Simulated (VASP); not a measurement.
Wanted: the native input for a VASP 6.6.1 run.

- Task: single point
- Functional: LDA
- Potentials or basis: VASP PAW LDA potentials, release 64 (Mo_sv, Pt)
- Cutoff: 520 eV
- k mesh: 6 × 6 × 6
- Occupations: fermi-dirac, width 0.1 eV
- Spin: no spin polarisation
- Dipole correction: no
- Further INCAR settings: ALGO = Normal; EDIFF = 1e-06; NBANDS = 34

The structure of Mo3Pt lies in POSCAR:

```
Mo3Pt
1.0
    3.9739800000      0.0000000000      0.0000000000
    0.0000000000      3.9739800000      0.0000000000
    0.0000000000      0.0000000000      3.9739800000
Mo Pt
3 1
Direct
    0.0000000000      0.5000000000      0.5000000000
    0.5000000000      0.0000000000      0.5000000000
    0.5000000000      0.5000000000      0.0000000000
    0.0000000000      0.0000000000      0.0000000000
```

These files were run (other wordings do the same):

INCAR

```
PREC = Accurate ; ENCUT = 520
EDIFF = 1E-6 ; ISMEAR = -1
SIGMA = 0.1 ; LREAL = F
LASPH = T ; NELM = 80
ALGO = Normal ; ISIF = 2
LWAVE = F ; LCHARG = F
GGA = CA ; NBANDS = 34
```

KPOINTS

```
Automatic mesh
0
Gamma
  6 6 6
```

Potentials or basis: VASP PAW LDA potentials, release 64 (Mo_sv, Pt).

Launch:

```sh
$ cat potpaw_LDA.64/Mo_sv/POTCAR potpaw_LDA.64/Pt/POTCAR > POTCAR
$ mpirun -np 1 vasp_std > vasp.out
```

It gave:

```yaml
Pressure: -13.6 GPa
Band_gap_on_the_k_mesh: zero (band 26 reaches 14.47 eV, above the bottom of band 27 at 11.11 eV)
```

Caveat: spin-orbit coupling is left out, which moves the levels of the heavy elements.

Wall time 32 s on 1 thread of Intel(R) Xeon(R) Platinum 8259CL CPU @ 2.50GHz (Skylake/Cascade Lake), with other jobs on the host, peak memory 0.17 GiB.
